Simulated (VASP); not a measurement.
# BP in VASP: single point with PBE

Aim: the single point of BP with PBE.

Program: VASP 6.6.1. These are calculated values, not measurements. Logs are shortened: lines on timing, memory, paths and dates and some standing lists are left out, and cuts for length are marked.

## Step 1: The cell of the first run

The cell holds a sheet with vacuum, 2 atoms: a = 3.203 Å, b = 3.203 Å, c = 16.000 Å, α = 90.00°, β = 90.00°, γ = 120.00°.

## Step 2: Single point, PBE

The input, INCAR:

```
SYSTEM = BP
ALGO = Normal ; DIPOL = 0.5 0.5 0.500
EDIFF = 1E-6 ; ENCUT = 420
GGA = PE ; GGA_COMPAT = .False.
IDIPOL = 3 ; ISIF = 2
ISMEAR = 0 ; LASPH = .True.
LCHARG = .False. ; LDIPOL = .True.
LREAL = .False. ; LWAVE = .False.
NBANDS = 11 ; NELM = 120
NELMDL = -8 ; PREC = Accurate
SIGMA = 0.03
```

The input, KPOINTS:

```
k-points
0
Gamma
  12 12 1
  0 0 0
```

The input, POSCAR:

```
BP
1.0
    3.2033918845      0.0000000000      0.0000000000
   -1.6016959422      2.7742187503      0.0000000000
    0.0000000000      0.0000000000     16.0000000000
B P
1 1
Direct
    0.3333333333      0.6666666667      0.5000000000
    0.6666666667      0.3333333333      0.5000000000
```

Potentials or basis: VASP PAW PBE potentials, release 64 (B, P).

Started as:

```sh
> cat potpaw_PBE.64/B/POTCAR potpaw_PBE.64/P/POTCAR > POTCAR
> mpirun -np 1 vasp_std > vasp.out
```

OUTCAR:

```text
SYSTEM = BP
   EDIFF = 1E-6
   ENCUT = 420
   GGA = PE
   ISIF = 2
   ISMEAR = 0
   LASPH = .True.
   LREAL = .False.
   NELM = 120
   NELMDL = -8
   PREC = Accurate

 ion  position               nearest neighbor table
   1  0.333  0.667  0.500-   2 1.85   2 1.85   2 1.85
   2  0.667  0.333  0.500-   1 1.85   1 1.85   1 1.85

  LATTYP: Found a hexagonal cell.
 ALAT       =     3.2033918845
 C/A-ratio  =     4.9947057921

  Lattice vectors:

 A1 = (   3.2033918845,   0.0000000000,   0.0000000000)
 A2 = (  -1.6016959422,   2.7742187503,   0.0000000000)
 A3 = (   0.0000000000,   0.0000000000,  16.0000000000)

Analysis of symmetry for initial positions (statically):
=====================================================================
 Subroutine PRICEL returns:
 Original cell was already a primitive cell.

 Routine SETGRP: Setting up the symmetry group for a
 hexagonal supercell.

 Subroutine GETGRP returns: Found 12 space group operations
 (whereof 12 operations were pure point group operations)
 out of a pool of 24 trial point group operations.

The static configuration has the point symmetry D_3h.

Analysis of symmetry for dynamics (positions and initial velocities):
=====================================================================
 Subroutine PRICEL returns:
 Original cell was already a primitive cell.

 Routine SETGRP: Setting up the symmetry group for a
 hexagonal supercell.

 Subroutine GETGRP returns: Found 12 space group operations
 (whereof 12 operations were pure point group operations)
 out of a pool of 24 trial point group operations.

The dynamic configuration has the point symmetry D_3h.

 Subroutine INISYM returns: Found 12 space group operations
 (whereof 12 operations are pure point group operations),
 and found     1 'primitive' translations

----------------------------------------------------------------------------------------

                                     Primitive cell

  volume of cell :     142.1906

  direct lattice vectors                    reciprocal lattice vectors
     3.203391884  0.000000000  0.000000000     0.312169112  0.180230921  0.000000000
    -1.601695942  2.774218750  0.000000000     0.000000000  0.360461842  0.000000000
     0.000000000  0.000000000 16.000000000     0.000000000  0.000000000  0.062500000

  length of vectors
     3.203391884  3.203391885 16.000000000     0.360461842  0.360461842  0.062500000

  position of ions in fractional coordinates (direct lattice)
     0.333333333  0.666666667  0.500000000
     0.666666667  0.333333333  0.500000000

  ion indices of the primitive-cell ions
   primitive index   ion index
                 1           1
                 2           2

----------------------------------------------------------------------------------------

 KPOINTS: k-points

Automatic generation of k-mesh.
 Grid dimensions read from file:
 generate k-points for:   12   12    1

 Generating k-lattice:

  Cartesian coordinates                     Fractional coordinates (reciprocal lattice)
     0.026014093  0.015019243  0.000000000     0.083333333  0.000000000  0.000000000
     0.000000000  0.030038487  0.000000000     0.000000000  0.083333333  0.000000000
     0.000000000  0.000000000  0.062500000     0.000000000  0.000000000  1.000000000

  Length of vectors
     0.030038487  0.030038487  0.062500000

  Shift w.r.t. Gamma in fractional coordinates (k-lattice)
     0.000000000  0.000000000  0.000000000

 Subroutine IBZKPT returns following result:
 ===========================================

 Found     19 irreducible k-points:

 Following reciprocal coordinates:
            Coordinates               Weight
  0.000000  0.000000  0.000000      1.000000
  0.083333  0.000000  0.000000      6.000000
  0.166667  0.000000  0.000000      6.000000
  0.250000  0.000000  0.000000      6.000000
  0.333333  0.000000  0.000000      6.000000
  0.416667  0.000000  0.000000      6.000000
[... 11 lines left out ...]
  0.333333  0.250000  0.000000     12.000000
  0.333333  0.333333  0.000000      2.000000
   k-points           NKPTS =     19   k-points in BZ     NKDIM =     19   number of bands    NBANDS=     11
   number of dos      NEDOS =    301   number of ions     NIONS =      2
   total plane-waves  NPLWV =  62208
   dimension x,y,z NGX =    24 NGY =   24 NGZ =  108
   dimension x,y,z NGXF=    48 NGYF=   48 NGZF=  216
   ions per type =               1   1
   NGX,Y,Z   is equivalent  to a cutoff of  12.46, 12.46, 11.22 a.u.
   NGXF,Y,Z  is equivalent  to a cutoff of  24.91, 24.91, 22.44 a.u.
 SYSTEM =  BP
   PREC   = accura    normal or accurate (medium, high low for compatibility)
   ISTART =      0    job   : 0-new  1-cont  2-samecut
   ICHARG =      2    charge: 1-file 2-atom 10-const
   ISPIN  =      1    spin polarized calculation?
   LNONCOLLINEAR =      F non collinear calculations
   LSORBIT =      F    spin-orbit coupling
   LASPH  =      T    aspherical Exc in radial PAW
   ENCUT  =  420.0 eV  30.87 Ry    5.56 a.u.   5.35  5.35 26.74*2*pi/ulx,y,z
   NELM   =    120;   NELMIN=  2; NELMDL= -8     # of ELM steps
   EDIFF  = 0.1E-05   stopping-criterion for ELM
   LREAL  =      F    real-space projection
   EDIFFG = 0.1E-04   stopping-criterion for IOM
   NSW    =      0    number of steps for IOM
   IBRION =     -1    ionic relax: 0-MD 1-quasi-New 2-CG
   NFREE  =      0    steps in history (QN), initial steepest desc. (CG)
   ISIF   =      2    stress and relaxation
   ISYM   =      2    0-nonsym 1-usesym 2-fastsym
   POTIM  = 0.5000    time-step for ionic-motion
   TEBEG  =    0.0;   TEEND  =   0.0 temperature during run
   PSTRESS=    0.0 pullay stress
   NELECT =       8.0000    total number of electrons
   NUPDOWN=      -1.0000    fix difference up-down
   EMIN   =  10.00;   EMAX   =-10.00  energy-range for DOS
   EFERMI =   0.00;   METHOD = LEGACY
   ISMEAR =     0;   SIGMA  =   0.03  broadening in eV -4-tet -1-fermi 0-gaus
   EFERMI_NEDOS =   21; number of points for ismear=-14 and -15
   IALGO  =     38    algorithm
   IMIX   =      4    mixing-type and parameters
     AMIX     =   0.40;   BMIX     =  1.00
     AMIX_MAG =   1.60;   BMIX_MAG =  1.00
  volume/ion in A,a.u.               =      71.10       479.77
  Fermi-wavevector in a.u.,A,eV,Ry     =   0.627309  1.185441  5.354111  0.393516
  Thomas-Fermi vector in A             =   1.688863
   LORBIT       =      0    0 simple, 1 ext, 2 COOP (PROOUT), +10 PAW based schemes
   GGA     = PE    functional components
   LHFCALC =     F    Hartree Fock is set to
   AEXX    =    0.0000 exact exchange contribution
   IVDW    =     0    specifies the selected vdW correction
   LEPSILON=     F    determine dielectric tensor
   LRPA    =     F    only Hartree local field effects (RPA)
 non-spin polarized calculation
 Gauss-broadening in eV      SIGMA  =   0.03
  energy-cutoff  :      420.00
  volume of cell :      142.19
 maximum number of plane-waves:      2825
 NGX is ok and might be reduce to    24
   NGX = 11   NGY = 11   NGZ = 53

 dipolmoment           0.000000      0.000000     -0.000000 electrons x Angstroem

 number of electron       8.0000001 magnetization

 dipolmoment           0.000000      0.000000      0.000000 electrons x Angstroem

 Free energy of the ion-electron system (eV)
  ---------------------------------------------------
  ext. energy  EPLUGINS =         0.00000000
  ---------------------------------------------------
  free energy    TOTEN  =       -12.17024129 eV

  energy without entropy =      -12.17024129  energy(sigma->0) =      -12.17024129

 E-fermi :  -2.9568     XC(G=0):  -2.6668

 val. band max:       -3.1000115485   @ k =   0.3333   0.3333   0.0000
 cond. band min:      -2.2021328681   @ k =   0.3333   0.3333   0.0000
 fundamental gap:      0.8978786804
 Fermi energy:        -2.9568208181

 k-point     1 :       0.0000    0.0000    0.0000
  band No.  band energies     occupation
      1     -16.8182      2.00000
      2      -7.2724      2.00000
      3      -4.7387      2.00000
      4      -4.7387      2.00000
      5       0.6511      0.00000
      6       1.5935      0.00000
      7       1.5935      0.00000
      8       1.8710      0.00000
      9       2.2593      0.00000
     10       2.7113      0.00000
     11       4.1169      0.00000

 k-point     2 :       0.0833    0.0000    0.0000
  band No.  band energies     occupation
      1     -16.7120      2.00000
      2      -7.1572      2.00000
      3      -5.2759      2.00000
      4      -4.9446      2.00000
      5       0.7700      0.00000
      6       1.4084      0.00000
      7       2.0031      0.00000
      8       2.0270      0.00000
      9       2.4319      0.00000
     10       3.1991      0.00000
     11       4.2417      0.00000

 k-point     3 :       0.1667    0.0000    0.0000
  band No.  band energies     occupation
      1     -16.3962      2.00000
      2      -6.8142      2.00000
      3      -6.5424      2.00000
      4      -5.4199      2.00000
      5       0.8826      0.00000
      6       1.2663      0.00000
      7       2.3960      0.00000
      8       2.8496      0.00000
      9       3.1802      0.00000
     10       3.6866      0.00000
     11       4.3015      0.00000
[... 197 lines left out ...]
 k-point    18 :       0.3333    0.2500    0.0000
  band No.  band energies     occupation
      1     -13.6174      2.00000
      2     -10.9444      2.00000
      3      -8.9538      2.00000
      4      -3.5973      2.00000
      5      -1.7436      0.00000
      6       3.4094      0.00000
      7       3.6539      0.00000
      8       4.9742      0.00000
      9       6.0350      0.00000
     10       6.9443      0.00000
     11       7.2529      0.00000

 k-point    19 :       0.3333    0.3333    0.0000
  band No.  band energies     occupation
      1     -13.3590      2.00000
      2     -11.0147      2.00000
      3      -9.3866      2.00000
      4      -3.1000      2.00000
      5      -2.2021      0.00000
      6       3.2950      0.00000
      7       4.2352      0.00000
      8       5.4203      0.00000
      9       6.5646      0.00000
     10       7.5592      0.00000
     11       7.6521      0.00000

------------------------ aborting loop because EDIFF is reached ----------------------------------------

 vacuum level on the upper side and lower side of the slab       (xc-potential included)        -0.120        -0.120

  FORCE on cell =-STRESS in cart. coord.  units (eV):
  Direction    XX          YY          ZZ          XY          YZ          ZX
  --------------------------------------------------------------------------------------
  -------------------------------------------------------------------------------------
  Total        0.2978793      0.2978793     -0.0037676      0.0000000      0.0000000     -0.0000000
  in kB        3.3564500      3.3564500     -0.0424527      0.0000000      0.0000000     -0.0000000
  external PRESSURE =       2.2234825 kB  Pullay stress =       0.0000000 kB

 VOLUME and BASIS-vectors are now :
 -----------------------------------------------------------------------------
  energy-cutoff  :      420.00
  volume of cell :      142.19
      direct lattice vectors                 reciprocal lattice vectors
     3.203391884  0.000000000  0.000000000     0.312169112  0.180230921  0.000000000
    -1.601695942  2.774218750  0.000000000     0.000000000  0.360461842  0.000000000
     0.000000000  0.000000000 16.000000000     0.000000000  0.000000000  0.062500000

 POSITION                                       TOTAL-FORCE (eV/Angst)
 -----------------------------------------------------------------------------------
     -0.00000      1.84948      8.00000        -0.000000      0.000000      0.000000
      1.60170      0.92474      8.00000         0.000000      0.000000      0.000000
 -----------------------------------------------------------------------------------
    total drift:                               -0.000000      0.000000      0.000000

  FREE ENERGIE OF THE ION-ELECTRON SYSTEM (eV)
  ---------------------------------------------------
  free  energy   TOTEN  =       -12.1702412897 eV

  energy  without entropy=      -12.1702412897  energy(sigma->0) =      -12.17024129

 vacuum level on the upper side and lower side of the slab         1.954         1.954
```

It took 35 s on 1 thread of Intel Xeon Platinum 8488C (Sapphire Rapids), shared host; peak memory 0.23 GiB.

Results:

```
Free energy            : -12.1702 eV
Band gap on the k mesh : 0.90 eV
```
